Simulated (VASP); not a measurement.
# Sn: single point with PBE

Sn:

```
Sn
1.0
    -2.85313    2.85473    1.53622
     2.85473   -2.85313    1.53622
     2.85288    2.85288   -1.53327
Sn
2
Direct
  0.00002 0.99998 0.00000
  0.74998 0.25002 0.50000
```

```yaml
Program: VASP 6.6.1
Task: single point
Functional: PBE
Potentials_or_basis: VASP PAW PBE potentials, release 64 (Sn_d)
Cutoff: 520 eV
k_mesh: 18 × 18 × 12
Occupations: fermi-dirac, width 0.1 eV
Spin: no spin polarisation
```

| Quantity | Value |
| --- | --- |
| Pressure | 8.1 GPa |
| Band gap on the k mesh | zero (bands 14 and 15 overlap by 4.73 eV) |

Stress tensor (GPa, compression positive):
```
 7.97 -0.03 -0.01
-0.03  7.97 -0.01
-0.01 -0.01  8.45
```

Levels at points of the mesh, in eV from the Fermi level:
```tsv
k point	band 11	band 12	band 13	band 14	band 15	band 16	band 17	band 18
(0.00, 0.00, 0.00)	-11.77	-3.51	-2.26	-2.25	2.80	6.53	6.53	7.62
(0.50, 0.00, 0.00)	-7.02	-5.66	-2.24	-1.94	-1.24	2.19	3.05	5.07
(0.50, 0.50, 0.00)	-9.38	-9.38	0.52	0.52	1.64	1.64	6.56	6.59
(0.00, 0.00, 0.50)	-9.38	-9.38	0.52	0.52	1.64	1.64	6.57	6.57
(0.50, 0.00, 0.50)	-7.01	-5.65	-2.25	-1.94	-1.25	2.18	3.03	5.06
(0.50, 0.50, 0.50)	-7.83	-7.83	-5.30	-5.30	5.56	5.56	10.04	10.04
```

It took 12 min on 1 thread of Oxide Virtual Turin-like Processor, on a shared host, peak memory 0.83 GiB.

Caveat: the cell stands under pressure; spin-orbit coupling is left out, which moves the levels of the heavy elements.
